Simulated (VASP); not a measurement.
Write the native input for VASP 6.6.1 that does the following.

```
Task                   : single point
Functional             : LDA
Potentials or basis    : VASP PAW LDA potentials, release 64 (Au)
Cutoff                 : 520 eV
k mesh                 : 12 × 12 × 12
Occupations            : fermi-dirac, width 0.06 eV
Spin                   : no spin polarisation
Dipole correction      : no
Further INCAR settings : ALGO = Normal; EDIFF = 1e-06; NBANDS = 12
```

The structure of Au lies in POSCAR:

```
Au
1.0
    0.0000000000      2.0568105000      2.0568105000
    2.0568105000      0.0000000000      2.0568105000
    2.0568105000      2.0568105000      0.0000000000
Au
1
Direct
    0.0000000000      0.0000000000      0.0000000000
```

These files were run (other wordings do the same):

INCAR

```
SYSTEM = Au
  PREC = Accurate
  ENCUT = 520
  EDIFF = 1E-6
  ISMEAR = -1
  SIGMA = 0.06
  LREAL = .FALSE.
  LASPH = .TRUE.
  NELM = 100
  ALGO = Normal
  ISIF = 2
  LWAVE = .FALSE.
  LCHARG = .TRUE.
  LELF = .TRUE.
  LVHAR = .TRUE.
  NBANDS = 12
```

KPOINTS

```
regular mesh
0
G
  12 12 12
  0 0 0
```

Potentials or basis: VASP PAW LDA potentials, release 64 (Au).

Launch:

```console
$ cat potpaw_LDA.64/Au/POTCAR > POTCAR
$ mpirun -np 1 vasp_std > vasp.out
```

Results of the run:

The pressure is -7.7 GPa.

Run time: 4.6 s on 1 thread of Intel Xeon 6975P-C (shared host), peak memory 0.14 GiB.
